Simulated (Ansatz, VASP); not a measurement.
## BN: VASP beside Ansatz

INCAR

```
SYSTEM = BN
ALGO = Normal ; EDIFF = 1E-6
EDIFFG = -0.01 ; ENCUT = 600
GGA = PS ; IBRION = 2
ISIF = 3 ; ISMEAR = -1
IVDW = 13 ; LASPH = .TRUE.
LCHARG = .FALSE. ; LREAL = .FALSE.
LWAVE = .FALSE. ; NELM = 80
NSW = 80 ; PREC = Accurate
SIGMA = 0.05
```

File KPOINTS:

```
k-points
0
G
  13 13 13
  0 0 0
```

File POSCAR:

```
BN
1.0
    0.0000000000      1.8130010000      1.8130010000
    1.8130010000      0.0000000000      1.8130010000
    1.8130010000      1.8130010000      0.0000000000
N B
1 1
Direct
    0.2500000000      0.2500000000      0.2500000000
    0.0000000000      0.0000000000      0.0000000000
```

input.yaml

```yaml
crystal:
  lattice:
    - [0.0, 1.813001, 1.813001]
    - [1.813001, 0.0, 1.813001]
    - [1.813001, 1.813001, 0.0]
  atoms:
    - { symbol: "N", position: [0.25, 0.25, 0.25] }
    - { symbol: B, position: [0.0, 0.0, 0.0] }
kpoints:
  mp_grid: { grid: [13, 13, 13] }
scf:
  occupations: { method: fermi_dirac, width: 0.05 }
hamiltonian:
  xc: pbesol
  dispersion: d4
  pseudopotentials: { kind: all_electron, lapw: { basis_error: 0.001 } }
output:
  forces: true
  stress: true
relax:
  f_tol: 0.01
  max_steps: 60
  cell: {}
```

Alike in both runs: task relaxation of cell and atoms; functional PBEsol; dispersion D4; k mesh 13 × 13 × 13; occupations fermi-dirac, width 0.05 eV; no spin polarisation.

```csv
,VASP,Ansatz
version,VASP 6.6.1,Ansatz 0.2.0
potentials or method,"VASP PAW PBE potentials, release 64 (N, B), cutoff 600 eV","all-electron LAPW, scalar-relativistic"
```

```tsv
	VASP	Ansatz	Ansatz less VASP
relaxed volume (Å³/atom)	5.82	5.81	-0.005
relaxed cell length with the largest relative difference (Å)	2.543	2.543	-0.0007
```

VASP's potentials were made for PBE, not for PBEsol. Ansatz ran all-electron here, and VASP with PAW potentials.
